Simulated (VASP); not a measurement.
ClO:

```
Cl O
1.0
     3.18522    0.00000    0.00000
     0.00000    3.18522    0.00000
     0.00000    0.00000    3.18522
Cl O
1 1
Direct
  0.00000 0.00000 0.00000
  0.50000 0.50000 0.50000
```

| Quantity | Value |
| --- | --- |
| Program | VASP 6.6.1 |
| Task | relaxation of cell and atoms |
| Functional | BLYP |
| Dispersion | D3(BJ) |
| Potentials or basis | VASP PAW PBE potentials, release 64 (Cl, O) |
| Cutoff | 600 eV |
| k mesh | 9 × 9 × 9 |
| Occupations | gaussian, width 0.1 eV |
| Spin | no spin polarisation |

At the start: pressure -8.7 GPa; volume 16.16 Å³/atom.

Problem. How do energy, volume and symmetry change on relaxing?

Solution. Over 4 steps the energy falls by 93.6 meV/atom and the volume is 13.31 Å³/atom (-17.6 %); space group Pm-3m (No. 221, to 0.05 Å).

The path:
```tsv
step	energy change (eV)	largest force (eV/Å)	pressure (GPa)	volume (Å³)
1	0.0000	0.0000	-8.70	32.32
2	-0.1652	0.0000	-3.96	28.39
3	-0.1870	0.0000	-0.55	26.85
4	-0.1872	0.0000	0.15	26.62
```

Final structure:
```xyz
2
Lattice="2.9858 0.0000 0.0000 0.0000 2.9858 0.0000 0.0000 0.0000 2.9858" Properties=species:S:1:pos:R:3 pbc="T T T"
Cl    0.0000    0.0000    0.0000
O     1.4929    1.4929    1.4929
```

Caveat: the volume moved by over 15 % at a fixed basis, so the end points are rough; the PAW data sets were made with another functional, which shifts forces and pressure a little; an odd number of electrons without spin polarisation forces a metal; a magnetic or distorted state may lie lower; pairwise dispersion overbinds metals, which lowers pressure and volume.
